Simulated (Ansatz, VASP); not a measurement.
## One calculation of Si2C, two programs

```
CELL_PARAMETERS angstrom
6.21688 0.00000 0.00000
-3.10844 5.38398 0.00000
0.00000 0.00000 3.84318
ATOMIC_POSITIONS crystal
Si 0.27172 0.31576 0.40475
Si 0.68424 0.95596 0.73808
Si 0.04404 0.72828 0.07141
Si 0.68424 0.72828 0.26192
Si 0.04404 0.31576 0.92859
Si 0.27172 0.95596 0.59525
C 0.62794 0.37206 0.33333
C 0.62794 0.25588 0.66667
C 0.74412 0.37206 0.00000
```

Alike in both runs: functional PBE; k mesh 6 × 6 × 10; occupations gaussian, width 0.1 eV; no spin polarisation.

Ansatz relaxed the structure, and its values are those at the end. VASP's run is a single point on that final structure, the one shown.

```csv
,VASP,Ansatz
version,VASP 6.6.1,Ansatz 0.2.0
potentials or method,"VASP PAW PBE potentials, release 64 (Si, C), cutoff 520 eV","scalar-relativistic, plane waves, PAW"
valence electrons in the cell,36,36
```

Ansatz gave:

- gap on the k mesh at the Fermi level (eV): none
- pressure (GPa): 0.0
- rms of the force components (eV/Å): 0.001

Problem. Estimate VASP's values.

Solution. gap on the k mesh at the Fermi level (eV): none; pressure (GPa): 0.0; rms of the force components (eV/Å): 0.007.

A gap of «none» marks a metal or a gap that the smearing closes.
